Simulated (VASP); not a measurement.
# SrO (P1) in VASP: single point with PBE

Aim: the single point of SrO with PBE.

Everything below comes from runs of VASP 6.6.1. Logs are shortened: lines on timing, memory, paths and dates and some standing lists are left out, and cuts for length are marked.

### Step 1. The cell of the first run

The typed cell holds 16 atoms: a = 7.297 Å, b = 7.297 Å, c = 7.297 Å, α = 60.00°, β = 60.00°, γ = 60.00°.

### Step 2. Single point, PBE

Contents of INCAR:

```
ALGO = Normal ; EDIFF = 1E-6
ENCUT = 520 ; GGA = PE
ISIF = 2 ; ISMEAR = -1
LASPH = T ; LCHARG = F
LREAL = Auto ; LWAVE = F
NBANDS = 78 ; NELM = 80
PREC = Accurate ; SIGMA = 0.069
```

Contents of KPOINTS:

```
k-points
0
Gamma
  2 2 2
```

Contents of POSCAR:

```
SrO
1.0
    0.0000000000      5.1597846531      5.1597846531
    5.1597846531      0.0000000000      5.1597846531
    5.1597846531      5.1597846531      0.0000000000
Sr O
8 8
Direct
   -0.0044592946     -0.0011882279      0.0076446989
   -0.0011854177      0.0017935826      0.4920031882
    0.0042076368      0.5012357441     -0.0060894983
    0.0028608752      0.5004733092      0.5024553686
    0.4977071085      0.0010811498      0.0043144242
    0.4895578343      0.0064370904      0.5071267845
    0.5066014719      0.4903329635     -0.0020026999
    0.4980119661      0.4965708207      0.5047186414
    0.2589628424      0.2521708923      0.2491188269
    0.2569191525      0.2567001511      0.7210216608
    0.2519188469      0.7554278448      0.2473560596
    0.2494651592      0.7455881899      0.7476787811
    0.7413483812      0.2494580853      0.2566300900
    0.7662947712      0.2438642472      0.7475664702
    0.7516169299      0.7455924537      0.2504789612
    0.7475445700      0.7430087218      0.7522443786
```

Potentials or basis: VASP PAW PBE potentials, release 64 (Sr_sv, O).

On the command line:

```console
cat potpaw_PBE.64/Sr_sv/POTCAR potpaw_PBE.64/O/POTCAR > POTCAR
mpirun -np 1 vasp_std > vasp.out
```

OUTCAR:

```text
EDIFF = 1E-6
   ENCUT = 520
   GGA = PE
   ISIF = 2
   ISMEAR = -1
   LASPH = T
   LREAL = Auto
   NELM = 80
   PREC = Accurate

 ion  position               nearest neighbor table
   1  0.996  0.999  0.008-  14 2.53  11 2.56  15 2.57  13 2.58  12 2.65  10 2.69   2 3.56   7 3.58
                             4 3.62   6 3.63   5 3.64   3 3.65   3 3.65   5 3.66   6 3.67   4 3.67
   2  0.999  0.002  0.492-  11 2.53  13 2.54  14 2.57  12 2.61  16 2.63   9 2.64   1 3.56   5 3.60
                             4 3.61   8 3.63   3 3.64   6 3.65   6 3.65   3 3.66   8 3.67   4 3.69
   3  0.004  0.501  0.994-  12 2.53  16 2.57  15 2.59   9 2.63  13 2.66  10 2.67   8 3.59   4 3.59
                             5 3.63   2 3.64   7 3.64   1 3.65   1 3.65   7 3.66   2 3.66   5 3.67
   4  0.003  0.500  0.502-  10 2.44  16 2.54  14 2.55   9 2.59  15 2.60  11 2.60   6 3.58   3 3.59
                             2 3.61   8 3.61   7 3.62   1 3.62   1 3.67   7 3.68   8 3.69   2 3.69
   5  0.498  0.001  0.004-  11 2.54   9 2.56  15 2.58  16 2.63  14 2.64  10 2.71   7 3.58   2 3.60
                             3 3.63   8 3.63   1 3.64   6 3.64   6 3.66   1 3.66   8 3.67   3 3.67
   6  0.490  0.006  0.507-  10 2.40   9 2.52  13 2.55  12 2.59  16 2.60  15 2.67   4 3.58   8 3.60
                             7 3.63   1 3.63   5 3.64   2 3.65   2 3.65   5 3.66   1 3.67   7 3.68
   7  0.507  0.490  0.998-   9 2.51  16 2.55  13 2.55  14 2.57  12 2.62  11 2.66   1 3.58   5 3.58
                             8 3.61   4 3.62   6 3.63   3 3.64   3 3.66   6 3.68   4 3.68   8 3.69
   8  0.498  0.497  0.505-  10 2.49  12 2.54  13 2.56  15 2.59  11 2.60  14 2.64   3 3.59   6 3.60
                             4 3.61   7 3.61   5 3.63   2 3.63   2 3.67   5 3.67   7 3.69   4 3.69
   9  0.259  0.252  0.249-   7 2.51   6 2.52   5 2.56   4 2.59   3 2.63   2 2.64
  10  0.257  0.257  0.721-   6 2.40   4 2.44   8 2.49   3 2.67   1 2.69   5 2.71
  11  0.252  0.755  0.247-   2 2.53   5 2.54   1 2.56   8 2.60   4 2.60   7 2.66
  12  0.249  0.746  0.748-   3 2.53   8 2.54   6 2.59   2 2.61   7 2.62   1 2.65
  13  0.741  0.249  0.257-   2 2.54   7 2.55   6 2.55   8 2.56   1 2.58   3 2.66
  14  0.766  0.244  0.748-   1 2.53   4 2.55   7 2.57   2 2.57   8 2.64   5 2.64
  15  0.752  0.746  0.250-   1 2.57   5 2.58   3 2.59   8 2.59   4 2.60   6 2.67
  16  0.748  0.743  0.752-   4 2.54   7 2.55   3 2.57   6 2.60   2 2.63   5 2.63

  LATTYP: Found a face centered cubic cell.
 ALAT       =    10.3195693062

  Lattice vectors:

 A1 = (   0.0000000000,   5.1597846531,   5.1597846531)
 A2 = (   5.1597846531,   0.0000000000,   5.1597846531)
 A3 = (   5.1597846531,   5.1597846531,   0.0000000000)

Analysis of symmetry for initial positions (statically):
=====================================================================
 Subroutine PRICEL returns:
 Original cell was already a primitive cell.

 Routine SETGRP: Setting up the symmetry group for a
 face centered cubic supercell.

 Subroutine GETGRP returns: Found  1 space group operations
 (whereof  1 operations were pure point group operations)
 out of a pool of 48 trial point group operations.

The static configuration has the point symmetry C_1 .

Analysis of symmetry for dynamics (positions and initial velocities):
=====================================================================
 Subroutine PRICEL returns:
 Original cell was already a primitive cell.

 Routine SETGRP: Setting up the symmetry group for a
 face centered cubic supercell.

 Subroutine GETGRP returns: Found  1 space group operations
 (whereof  1 operations were pure point group operations)
 out of a pool of 48 trial point group operations.

The dynamic configuration has the point symmetry C_1 .

 Subroutine INISYM returns: Found  1 space group operations
 (whereof  1 operations are pure point group operations),
 and found     1 'primitive' translations

----------------------------------------------------------------------------------------

                                     Primitive cell

  volume of cell :     274.7418

  direct lattice vectors                    reciprocal lattice vectors
     0.000000000  5.159784653  5.159784653    -0.096903269  0.096903269  0.096903269
     5.159784653  0.000000000  5.159784653     0.096903269 -0.096903269  0.096903269
     5.159784653  5.159784653  0.000000000     0.096903269  0.096903269 -0.096903269

  length of vectors
     7.297037435  7.297037435  7.297037435     0.167841385  0.167841385  0.167841385

  position of ions in fractional coordinates (direct lattice)
     0.995540705  0.998811772  0.007644699
     0.998814582  0.001793583  0.492003188
[... 40 lines left out ...]
 generate k-points for:    2    2    2

 Generating k-lattice:

  Cartesian coordinates                     Fractional coordinates (reciprocal lattice)
    -0.048451634  0.048451634  0.048451634     0.500000000  0.000000000  0.000000000
     0.048451634 -0.048451634  0.048451634     0.000000000  0.500000000  0.000000000
     0.048451634  0.048451634 -0.048451634     0.000000000  0.000000000  0.500000000

  Length of vectors
     0.083920693  0.083920693  0.083920693

  Shift w.r.t. Gamma in fractional coordinates (k-lattice)
     0.000000000  0.000000000  0.000000000

 Subroutine IBZKPT returns following result:
 ===========================================

 Found      8 irreducible k-points:

 Following reciprocal coordinates:
            Coordinates               Weight
  0.000000  0.000000  0.000000      1.000000
  0.500000  0.000000  0.000000      1.000000
  0.000000  0.500000  0.000000      1.000000
  0.000000  0.000000  0.500000      1.000000
  0.500000  0.500000  0.500000      1.000000
  0.500000  0.500000  0.000000      1.000000
  0.000000  0.500000  0.500000      1.000000
  0.500000  0.000000  0.500000      1.000000
   k-points           NKPTS =      8   k-points in BZ     NKDIM =      8   number of bands    NBANDS=     78
   number of dos      NEDOS =    301   number of ions     NIONS =     16
   total plane-waves  NPLWV = 157464
   dimension x,y,z NGX =    54 NGY =   54 NGZ =   54
   dimension x,y,z NGXF=   108 NGYF=  108 NGZF=  108
   ions per type =               8   8
   NGX,Y,Z   is equivalent  to a cutoff of  12.30, 12.30, 12.30 a.u.
   NGXF,Y,Z  is equivalent  to a cutoff of  24.61, 24.61, 24.61 a.u.
 SYSTEM =  unknown system
   PREC   = accura    normal or accurate (medium, high low for compatibility)
   ISTART =      0    job   : 0-new  1-cont  2-samecut
   ICHARG =      2    charge: 1-file 2-atom 10-const
   ISPIN  =      1    spin polarized calculation?
   LNONCOLLINEAR =      F non collinear calculations
   LSORBIT =      F    spin-orbit coupling
   LASPH  =      T    aspherical Exc in radial PAW
   ENCUT  =  520.0 eV  38.22 Ry    6.18 a.u.  13.57 13.57 13.57*2*pi/ulx,y,z
   NELM   =     80;   NELMIN=  2; NELMDL= -5     # of ELM steps
   EDIFF  = 0.1E-05   stopping-criterion for ELM
   LREAL  =      T    real-space projection
   EDIFFG = 0.1E-04   stopping-criterion for IOM
   NSW    =      0    number of steps for IOM
   IBRION =     -1    ionic relax: 0-MD 1-quasi-New 2-CG
   NFREE  =      0    steps in history (QN), initial steepest desc. (CG)
   ISIF   =      2    stress and relaxation
   ISYM   =      2    0-nonsym 1-usesym 2-fastsym
   POTIM  = 0.5000    time-step for ionic-motion
   TEBEG  =    0.0;   TEEND  =   0.0 temperature during run
   PSTRESS=    0.0 pullay stress
   NELECT =     128.0000    total number of electrons
   NUPDOWN=      -1.0000    fix difference up-down
   EMIN   =  10.00;   EMAX   =-10.00  energy-range for DOS
   EFERMI =   0.00;   METHOD = LEGACY
   ISMEAR =    -1;   SIGMA  =   0.07  broadening in eV -4-tet -1-fermi 0-gaus
   EFERMI_NEDOS =   21; number of points for ismear=-14 and -15
   IALGO  =     38    algorithm
   IMIX   =      4    mixing-type and parameters
     AMIX     =   0.40;   BMIX     =  1.00
     AMIX_MAG =   1.60;   BMIX_MAG =  1.00
  volume/ion in A,a.u.               =      17.17       115.88
  Fermi-wavevector in a.u.,A,eV,Ry     =   1.269122  2.398292 21.914492  1.610670
  Thomas-Fermi vector in A             =   2.402180
   LORBIT       =      0    0 simple, 1 ext, 2 COOP (PROOUT), +10 PAW based schemes
   GGA     = PE    functional components
   LHFCALC =     F    Hartree Fock is set to
   AEXX    =    0.0000 exact exchange contribution
   IVDW    =     0    specifies the selected vdW correction
   LEPSILON=     F    determine dielectric tensor
   LRPA    =     F    only Hartree local field effects (RPA)
 non-spin polarized calculation
  energy-cutoff  :      520.00
  volume of cell :      274.74
 maximum number of plane-waves:      7391
   NGX = 27   NGY = 27   NGZ = 27

 number of electron     128.0000002 magnetization

 Free energy of the ion-electron system (eV)
  ---------------------------------------------------
  ext. energy  EPLUGINS =         0.00000000
  ---------------------------------------------------
  free energy    TOTEN  =       -96.11498614 eV

  energy without entropy =      -96.11498614  energy(sigma->0) =      -96.11498614

 E-fermi :   3.2944     XC(G=0):  -9.9737

 val. band max:        1.6257811517   @ k =   0.0000   0.0000   0.0000
 cond. band min:       4.8953395280   @ k =   0.0000   0.0000   0.0000
 fundamental gap:      3.2695583763
 Fermi energy:         3.2943975380

 k-point     1 :       0.0000    0.0000    0.0000
  band No.  band energies     occupation
      1     -30.9311      2.00000
      2     -30.8633      2.00000
      3     -30.7856      2.00000
      4     -30.7324      2.00000
      5     -30.6330      2.00000
      6     -30.5818      2.00000
[... 621 lines left out ...]
     75       7.8667      0.00000
     76       7.9462      0.00000
 [bands above 76 left out]

------------------------ aborting loop because EDIFF is reached ----------------------------------------

  FORCE on cell =-STRESS in cart. coord.  units (eV):
  Direction    XX          YY          ZZ          XY          YZ          ZX
  --------------------------------------------------------------------------------------
  -------------------------------------------------------------------------------------
  Total        4.9088727      4.6141768      4.5376920     -0.0764705      0.0754271      0.0270175
  in kB       28.6264590     26.9079175     26.4618905     -0.4459433      0.4398586      0.1575547
  external PRESSURE =      27.3320890 kB  Pullay stress =       0.0000000 kB

 VOLUME and BASIS-vectors are now :
 -----------------------------------------------------------------------------
  energy-cutoff  :      520.00
  volume of cell :      274.74
      direct lattice vectors                 reciprocal lattice vectors
     0.000000000  5.159784653  5.159784653    -0.096903269  0.096903269  0.096903269
     5.159784653  0.000000000  5.159784653     0.096903269 -0.096903269  0.096903269
     5.159784653  5.159784653  0.000000000     0.096903269  0.096903269 -0.096903269

 POSITION                                       TOTAL-FORCE (eV/Angst)
 -----------------------------------------------------------------------------------
      5.19310      5.17622     10.29043        -0.395776     -0.099419     -0.057861
      2.54788      7.69230      5.16292         0.341714      0.355338     -0.040123
      7.71463      5.15007      2.60798         0.378634     -0.067241     -0.104658
      5.17490      2.60732      2.59710        -0.173557     -0.490143     -0.081535
      0.02784      2.59032      2.57364        -0.378236      0.243335     -0.015127
      2.64988      5.14268      2.55923        -0.660792      0.161168     -0.167489
[... 8 lines left out ...]
      5.13951      5.17060      7.72528        -0.097187     -0.199468      0.166318
      7.71518      7.73859      7.69093         0.188154      0.111711      0.276047
 -----------------------------------------------------------------------------------
    total drift:                                0.007096      0.004009      0.004089

  FREE ENERGIE OF THE ION-ELECTRON SYSTEM (eV)
  ---------------------------------------------------
  free  energy   TOTEN  =       -96.1149861406 eV

  energy  without entropy=      -96.1149861405  energy(sigma->0) =      -96.11498614
```

Wall time 3.9 min (1 thread of Intel Xeon 6975P-C (Granite Rapids), shared host); peak memory 0.42 GiB.

Results:

| Property | Result |
| --- | --- |
| Free energy | -96.1150 eV |
| Pressure | 2.7 GPa |
| Largest force | 1.175 eV/Å |
| Band gap on the k mesh | 3.27 eV |

Forces in eV/Å, atoms in the order of the input:
```
Sr  -0.396 -0.099 -0.058
Sr   0.342  0.355 -0.040
Sr   0.379 -0.067 -0.105
Sr  -0.174 -0.490 -0.082
Sr  -0.378  0.243 -0.015
Sr  -0.661  0.161 -0.167
Sr   0.412 -0.113  0.228
Sr  -0.115 -0.102  0.531
O   -0.290 -0.415 -0.299
O    0.838  0.739 -0.362
O   -0.017 -0.071  0.054
O    0.137  0.060 -0.098
O   -0.301  0.130  0.304
O    0.133 -0.244 -0.335
O   -0.097 -0.199  0.166
O    0.188  0.112  0.276
```

Caveat: the k points lie up to 0.53 Å⁻¹ apart; the atoms stand as in a frame of molecular dynamics; forces of over 1 eV/Å act on the atoms, so gaps and moduli don't describe the material at rest.
